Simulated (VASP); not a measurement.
Input of a VASP 6.6.1 run:

Contents of INCAR:

```
SYSTEM = Au
ALGO = Normal
DIPOL = 0.5 0.5 0.500
EDIFF = 1E-6
ENCUT = 520
IDIPOL = 3
ISIF = 2
ISMEAR = -1
LASPH = .TRUE.
LCHARG = .FALSE.
LDIPOL = .TRUE.
LREAL = .FALSE.
LWAVE = .FALSE.
NBANDS = 18
NELM = 100
PREC = Accurate
SIGMA = 0.08
```

KPOINTS

```
k-points
0
G
  14 14 1
  0 0 0
```

The input POSCAR:

```
Au
1.0
    2.8625268927      0.0000000000      0.0000000000
    0.0000000000      2.8625268927      0.0000000000
    0.0000000000      0.0000000000     18.0241000000
Au
2
Direct
    0.2500000000      0.2500000000      0.4454743263
    0.7500000000      0.7500000000      0.5545256737
```

Potentials or basis: VASP PAW LDA potentials, release 64 (Au).

Run with:

```console
$ cat potpaw_LDA.64/Au/POTCAR > POTCAR
$ mpirun -np 1 vasp_std > vasp.out
```

Problem. Estimate the band gap on the k mesh.

Solution. Zero (bands 11 and 12 overlap by 5.20 eV).

Problem. Estimate the largest force.

Solution. 0.027 eV/Å.

Forces on the atoms (eV/Å):
```
Au   0.000  0.000 -0.027
Au   0.000  0.000  0.027
```

Caveat: spin-orbit coupling is left out, which moves the levels of the heavy elements.
